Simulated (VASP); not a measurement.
# BiP (Cmcm) in VASP: single point with PBE

Aim: the single point of BiP with PBE.

All numbers are computed with VASP 6.6.1; they aren't measurements. Logs are shortened: lines on timing, memory, paths and dates and some standing lists are left out, and cuts for length are marked.

### Step 1. The cell of the first run

Symmetry: Cmcm, No. 63, orthorhombic system. Conventional cell: a = 5.588 Å, b = 11.320 Å, c = 3.325 Å, α = 90.00°, β = 90.00°, γ = 90.00°. Bi (site symmetry m2m) has 4 P at 2.90 to 3.79 Å and 4 Bi at 3.32 to 3.45 Å within 3.8 Å. P (site symmetry m2m) has 2 P at 2.23 Å and 2 Bi at 2.90 Å within 3.0 Å.

The cell was built from a structure type or drawn by symmetry, and may not be a known phase.

### Step 2. Single point, PBE

INCAR reads:

```
SYSTEM = BiP
PREC = Accurate
ENCUT = 520
EDIFF = 1E-7
ISMEAR = 0
SIGMA = 0.1
LREAL = .FALSE.
LASPH = .TRUE.
NELM = 60
ALGO = Normal
ISIF = 2
LWAVE = .FALSE.
LCHARG = .FALSE.
GGA = PE
NBANDS = 28
```

KPOINTS reads:

```
regular mesh
0
G
  10 10 14
  0 0 0
```

POSCAR reads:

```
BiP
1.0
    2.7939157545     -5.6601716973      0.0000000000
    2.7939157545      5.6601716973      0.0000000000
    0.0000000000      0.0000000000      3.3246667967
Bi P
2 2
Direct
    0.8662684485      0.1337315515      0.2500000000
    0.1337315515      0.8662684485      0.7500000000
    0.5658356468      0.4341643532      0.7500000000
    0.4341643532      0.5658356468      0.2500000000
```

Potentials or basis: VASP PAW PBE potentials, release 64 (Bi_d, P).

On the command line:

```sh
$ cat potpaw_PBE.64/Bi_d/POTCAR potpaw_PBE.64/P/POTCAR > POTCAR
$ mpirun -np 1 vasp_std > vasp.out
```

OUTCAR:

```text
SYSTEM = BiP
   PREC = Accurate
   ENCUT = 520
   EDIFF = 1E-7
   ISMEAR = 0
   LREAL = .FALSE.
   LASPH = .TRUE.
   NELM = 60
   ISIF = 2
   GGA = PE

 ion  position               nearest neighbor table
   1  0.866  0.134  0.250-   4 2.90   4 2.90   2 3.45   2 3.45
   2  0.134  0.866  0.750-   3 2.90   3 2.90   1 3.45   1 3.45
   3  0.566  0.434  0.750-   4 2.23   4 2.23   2 2.90   2 2.90
   4  0.434  0.566  0.250-   3 2.23   3 2.23   1 2.90   1 2.90

  LATTYP: Found a base centered orthorhombic cell.
 ALAT       =     5.5878315090
 B/A-ratio  =     2.0258920435
 C/A-ratio  =     0.5949833654

  Lattice vectors:

 A1 = (   2.7939157545,  -5.6601716973,   0.0000000000)
 A2 = (   2.7939157545,   5.6601716973,   0.0000000000)
 A3 = (   0.0000000000,   0.0000000000,   3.3246667967)

Analysis of symmetry for initial positions (statically):
=====================================================================
 Subroutine PRICEL returns:
 Original cell was already a primitive cell.

 Routine SETGRP: Setting up the symmetry group for a
 base centered orthorhombic supercell.

 Subroutine GETGRP returns: Found  8 space group operations
 (whereof  4 operations were pure point group operations)
 out of a pool of  8 trial point group operations.

The static configuration has the point symmetry C_2h.
 The point group associated with its full space group is D_2h.

Analysis of symmetry for dynamics (positions and initial velocities):
=====================================================================
 Subroutine PRICEL returns:
 Original cell was already a primitive cell.

 Routine SETGRP: Setting up the symmetry group for a
 base centered orthorhombic supercell.

 Subroutine GETGRP returns: Found  8 space group operations
 (whereof  4 operations were pure point group operations)
 out of a pool of  8 trial point group operations.

The dynamic configuration has the point symmetry C_2h.
 The point group associated with its full space group is D_2h.

 Subroutine INISYM returns: Found  8 space group operations
 (whereof  4 operations are pure point group operations),
 and found     1 'primitive' translations

----------------------------------------------------------------------------------------

                                     Primitive cell

  volume of cell :     105.1528

  direct lattice vectors                    reciprocal lattice vectors
     2.793915754 -5.660171697  0.000000000     0.178960299 -0.088336543  0.000000000
     2.793915754  5.660171697  0.000000000     0.178960299  0.088336543  0.000000000
     0.000000000  0.000000000  3.324666797     0.000000000  0.000000000  0.300782022
[... 91 lines left out ...]
   NSW    =      0    number of steps for IOM
   IBRION =     -1    ionic relax: 0-MD 1-quasi-New 2-CG
   NFREE  =      0    steps in history (QN), initial steepest desc. (CG)
   ISIF   =      2    stress and relaxation
   ISYM   =      2    0-nonsym 1-usesym 2-fastsym
   POTIM  = 0.5000    time-step for ionic-motion
   TEBEG  =    0.0;   TEEND  =   0.0 temperature during run
   PSTRESS=    0.0 pullay stress
   NELECT =      40.0000    total number of electrons
   NUPDOWN=      -1.0000    fix difference up-down
   EMIN   =  10.00;   EMAX   =-10.00  energy-range for DOS
   EFERMI =   0.00;   METHOD = LEGACY
   ISMEAR =     0;   SIGMA  =   0.10  broadening in eV -4-tet -1-fermi 0-gaus
   EFERMI_NEDOS =   21; number of points for ismear=-14 and -15
   IALGO  =     38    algorithm
   IMIX   =      4    mixing-type and parameters
     AMIX     =   0.40;   BMIX     =  1.00
     AMIX_MAG =   1.60;   BMIX_MAG =  1.00
  volume/ion in A,a.u.               =      26.29       177.40
  Fermi-wavevector in a.u.,A,eV,Ry     =   1.186191  2.241575 19.144053  1.407048
  Thomas-Fermi vector in A             =   2.322369
   LORBIT       =      0    0 simple, 1 ext, 2 COOP (PROOUT), +10 PAW based schemes
   GGA     = PE    functional components
   LHFCALC =     F    Hartree Fock is set to
   AEXX    =    0.0000 exact exchange contribution
   IVDW    =     0    specifies the selected vdW correction
   LEPSILON=     F    determine dielectric tensor
   LRPA    =     F    only Hartree local field effects (RPA)
 non-spin polarized calculation
 Gauss-broadening in eV      SIGMA  =   0.10
  energy-cutoff  :      520.00
  volume of cell :      105.15
 maximum number of plane-waves:      2860
   NGX = 23   NGY = 23   NGZ = 13

 number of electron      40.0000000 magnetization

 Free energy of the ion-electron system (eV)
  ---------------------------------------------------
  ext. energy  EPLUGINS =         0.00000000
  ---------------------------------------------------
  free energy    TOTEN  =       -18.19136771 eV

  energy without entropy =      -18.18443756  energy(sigma->0) =      -18.18790263

 E-fermi :   6.8993     XC(G=0):  -9.8640

 val. band max:        6.8953013237   @ k =   0.0000   0.0000   0.4286
 cond. band min:       6.9332732220   @ k =   0.3000   0.0000   0.5000
 fundamental gap:      0.0379718983
 Fermi energy:         6.8992940714

 k-point     1 :       0.0000    0.0000    0.0000
  band No.  band energies     occupation
      1     -16.2540      2.00000
      2     -16.2355      2.00000
      3     -16.1618      2.00000
      4     -16.1498      2.00000
      5     -16.1300      2.00000
      6     -16.1131      2.00000
[... 733 lines left out ...]
     27      12.1833      0.00000
     28      14.2714      0.00000

 [... further k-points ...]

------------------------ aborting loop because EDIFF is reached ----------------------------------------

  FORCE on cell =-STRESS in cart. coord.  units (eV):
  Direction    XX          YY          ZZ          XY          YZ          ZX
  --------------------------------------------------------------------------------------
  -------------------------------------------------------------------------------------
  Total       -0.0356724     -0.1064253     -0.1146434      0.0000000     -0.0000000      0.0000000
  in kB       -0.5435282     -1.6215655     -1.7467817      0.0000000     -0.0000000      0.0000000
  external PRESSURE =      -1.3039585 kB  Pullay stress =       0.0000000 kB

 VOLUME and BASIS-vectors are now :
 -----------------------------------------------------------------------------
  energy-cutoff  :      520.00
  volume of cell :      105.15
      direct lattice vectors                 reciprocal lattice vectors
     2.793915754 -5.660171697  0.000000000     0.178960299 -0.088336543  0.000000000
     2.793915754  5.660171697  0.000000000     0.178960299  0.088336543  0.000000000
     0.000000000  0.000000000  3.324666797     0.000000000  0.000000000  0.300782022

 POSITION                                       TOTAL-FORCE (eV/Angst)
 -----------------------------------------------------------------------------------
      2.79392     -4.14628      0.83117         0.000000     -0.000484     -0.000000
      2.79392      4.14628      2.49350         0.000000      0.000484     -0.000000
      2.79392     -0.74528      2.49350         0.000000      0.059456      0.000000
      2.79392      0.74528      0.83117         0.000000     -0.059456      0.000000
 -----------------------------------------------------------------------------------
    total drift:                                0.000000      0.000000      0.000000

  FREE ENERGIE OF THE ION-ELECTRON SYSTEM (eV)
  ---------------------------------------------------
  free  energy   TOTEN  =       -18.1913677137 eV

  energy  without entropy=      -18.1844375561  energy(sigma->0) =      -18.18790263
```

OSZICAR:

```text
N       E                     dE             d eps       ncg     rms          rms(c)
DAV:   1     0.389641278786E+03    0.38964E+03   -0.19949E+04 13888   0.156E+03
DAV:   2     0.218518932950E+02   -0.36779E+03   -0.35864E+03 14108   0.417E+02
DAV:   3    -0.169377091243E+02   -0.38790E+02   -0.38063E+02 17584   0.146E+02
DAV:   4    -0.184552714311E+02   -0.15176E+01   -0.15104E+01 16420   0.297E+01
DAV:   5    -0.185205307249E+02   -0.65259E-01   -0.65246E-01 19608   0.614E+00    0.652E+00
DAV:   6    -0.181932495438E+02    0.32728E+00   -0.84370E-01 16968   0.440E+00    0.365E+00
DAV:   7    -0.181945093277E+02   -0.12598E-02   -0.23660E-01 17896   0.185E+00    0.148E+00
DAV:   8    -0.181920569795E+02    0.24523E-02   -0.37721E-02 16032   0.109E+00    0.235E-01
DAV:   9    -0.181912845086E+02    0.77247E-03   -0.64095E-03 15696   0.440E-01    0.109E-01
DAV:  10    -0.181913607394E+02   -0.76231E-04   -0.74502E-04 18044   0.123E-01    0.624E-02
DAV:  11    -0.181913664344E+02   -0.56950E-05   -0.10119E-04 17076   0.786E-02    0.119E-02
DAV:  12    -0.181913681924E+02   -0.17580E-05   -0.20358E-05 16316   0.246E-02    0.161E-02
DAV:  13    -0.181913678613E+02    0.33113E-06   -0.95649E-07 16740   0.649E-03    0.995E-03
DAV:  14    -0.181913674460E+02    0.41524E-06   -0.54771E-07 14820   0.445E-03    0.329E-03
DAV:  15    -0.181913676416E+02   -0.19554E-06   -0.24896E-07 12268   0.335E-03    0.180E-03
DAV:  16    -0.181913677137E+02   -0.72120E-07   -0.24784E-08  8468   0.120E-03
   1 F= -.18191368E+02 E0= -.18187903E+02  d E =-.693016E-02
```

Run time: 9 min. Hardware: 1 thread of Intel Xeon Platinum 8488C (Sapphire Rapids), shared host; peak memory 0.68 GiB.

Results:

```yaml
Free_energy: -18.1914 eV
Pressure: -0.1 GPa
Largest_force: 0.059 eV/Å
Band_gap_on_the_k_mesh: zero (bands 20 and 21 overlap by 3.68 eV)
```

Forces on the atoms (eV/Å):
```
Bi   0.000  0.000  0.000
Bi   0.000  0.000  0.000
P    0.000  0.059  0.000
P    0.000 -0.059  0.000
```

Stress tensor (GPa, compression positive):
```
-0.05  0.00  0.00
 0.00 -0.16  0.00
 0.00  0.00 -0.17
```

Levels at points of the mesh, in eV from the Fermi level:
| k point | band 16 | band 17 | band 18 | band 19 | band 20 | band 21 | band 22 | band 23 | band 24 | band 25 |
| --- | --- | --- | --- | --- | --- | --- | --- | --- | --- | --- |
| (0.00, 0.00, 0.00) | -4.49 | -3.77 | -2.90 | -0.52 | 1.32 | 2.63 | 3.06 | 3.38 | 3.38 | 3.93 |
| (0.50, 0.00, 0.00) | -3.71 | -2.81 | -1.71 | -0.18 | 0.74 | 1.08 | 1.50 | 2.26 | 3.00 | 3.78 |
| (0.50, 0.50, 0.00) | -2.86 | -2.67 | -2.62 | -1.61 | -0.74 | 0.75 | 2.00 | 2.69 | 3.92 | 5.71 |
| (0.00, 0.00, 0.50) | -4.23 | -3.62 | -3.62 | -3.08 | -3.08 | -0.87 | -0.87 | 2.12 | 2.12 | 4.28 |
| (0.50, 0.00, 0.50) | -4.75 | -3.81 | -3.81 | -1.07 | -1.07 | 0.80 | 0.80 | 1.51 | 1.51 | 2.82 |
| (0.50, 0.50, 0.50) | -4.98 | -3.68 | -3.68 | -2.44 | -2.44 | 1.20 | 1.20 | 2.38 | 2.38 | 3.20 |

Caveat: spin-orbit coupling is left out, which moves the levels of the heavy elements.
